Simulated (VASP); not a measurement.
Wanted: the native input for a VASP 6.6.1 run.

```
Task                   : relaxation of cell and atoms
Functional             : r2SCAN
Potentials or basis    : VASP PAW PBE potentials, release 64 (Li_sv, H)
Cutoff                 : 600 eV
k mesh                 : 10 × 10 × 10
Occupations            : gaussian, width 0.01 eV
Spin                   : no spin polarisation
Target pressure        : 7 GPa
Dipole correction      : no
Further INCAR settings : ALGO = Normal; EDIFF = 1e-06; IBRION = 2; EDIFFG = -0.002; NSW = 100; ISIF = 3
```

Crystal: LiH.

```xyz
2
Lattice="2.0023 2.0023 0.0000 -2.0023 2.0023 0.0000 0.0000 2.0023 2.0023" Properties=species:S:1:pos:R:3 pbc="T T T"
Li    0.0000    0.0000    0.0000
H     0.0000    2.0023    0.0000
```

The input as run:

POSCAR

```
LiH
1.0
    2.0023268344      2.0023268344      0.0000000000
   -2.0023268344      2.0023268344      0.0000000000
    0.0000000000      2.0023268344      2.0023268344
Li H
1 1
Direct
    0.0000000000      0.0000000000      0.0000000000
    0.5000000000      0.5000000000      0.0000000000
```

INCAR.step1

```
SYSTEM = LiH
PREC = Accurate ; ENCUT = 600
ISMEAR = 0 ; SIGMA = 0.01
LREAL = .FALSE. ; LASPH = .TRUE.
NELM = 80 ; GGA = PE
ALGO = Normal ; EDIFF = 1E-4
LWAVE = .TRUE. ; LCHARG = .FALSE.
```

INCAR.step2

```
SYSTEM = LiH
PREC = Accurate ; ENCUT = 600
EDIFF = 1E-6 ; ISMEAR = 0
SIGMA = 0.01 ; LREAL = .FALSE.
LASPH = .TRUE. ; NELM = 80
ALGO = Normal ; ISIF = 3
LWAVE = .FALSE. ; LCHARG = .FALSE.
METAGGA = R2SCAN ; LMIXTAU = .TRUE.
IBRION = 2 ; NSW = 100
EDIFFG = -0.002 ; PSTRESS = 70.0
ISTART = 1
```

KPOINTS

```
regular mesh
0
G
  10 10 10
  0 0 0
```

Potentials or basis: VASP PAW PBE potentials, release 64 (Li_sv, H).

Launch:

```bash
$ cat potpaw_PBE.64/Li_sv/POTCAR potpaw_PBE.64/H/POTCAR > POTCAR
$ cp INCAR.step1 INCAR
$ mpirun -np 1 vasp_std > vasp.out
$ cp INCAR.step2 INCAR
$ mpirun -np 1 vasp_std > vasp.out
```

It gave:

```yaml
Relaxed_volume: 6.79 Å³/atom
Relaxed_cell: a = 2.678 Å, b = 2.678 Å, c = 2.678 Å, α = 60.00°, β = 60.00°, γ = 90.00°
Space_group_after_relaxing_to_0.1_Å: Fm-3m (No. 225)
Energy_change_on_relaxing_the_run_minimises_the_enthalpy: +26.1 meV/atom
Ionic_steps: 9
Pressure_after_relaxing: 7.0 GPa
Band_gap_on_the_k_mesh: 3.46 eV
```

Caveat: the cutoff is under 1.25 times the usual one of these potentials, so pressure, stress and relaxed cells hold a basis-set (Pulay) error; the cell is relaxed towards a set pressure, so the run minimises the enthalpy, not the energy; the volume moved by over 15 % at a fixed basis, so the end points are rough; the PAW data sets were made with another functional, which shifts forces and pressure a little.

It took 50 s on 1 thread of Intel(R) Xeon(R) 6975P-C (Granite Rapids) (shared host), peak memory 0.14 GiB.
